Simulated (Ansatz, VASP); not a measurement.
One calculation of P, two programs

```
P
1.0
     0.00000    2.74411    2.74411
     2.74411    0.00000    2.74411
     2.74411    2.74411    0.00000
P
2
Cartesian
  -0.6860 -0.6860 -0.6860
  0.6860 0.6860 0.6860
```

Alike in both runs: functional PBE; k mesh 12 × 12 × 12; occupations fermi-dirac, width 0.1 eV; no spin polarisation.

Ansatz relaxed the structure, and its values are those at the end. VASP's run is a single point on that final structure, the one shown.

|  | VASP | Ansatz |
| --- | --- | --- |
| version | VASP 6.6.1 | Ansatz 0.2.0 |
| potentials or method | VASP PAW PBE potentials, release 64 (P) | PAW with Ansatz's default frozen-core files, scalar-relativistic |
| plane-wave cutoff (eV) | 520 | 420 |
| valence electrons in the cell | 10 | 10 |

```csv
,VASP,Ansatz,Ansatz less VASP
pressure (GPa),-0.1,0.0,+0.12
```

The functional is the same, so the differences come from potentials, cutoffs and numerics.
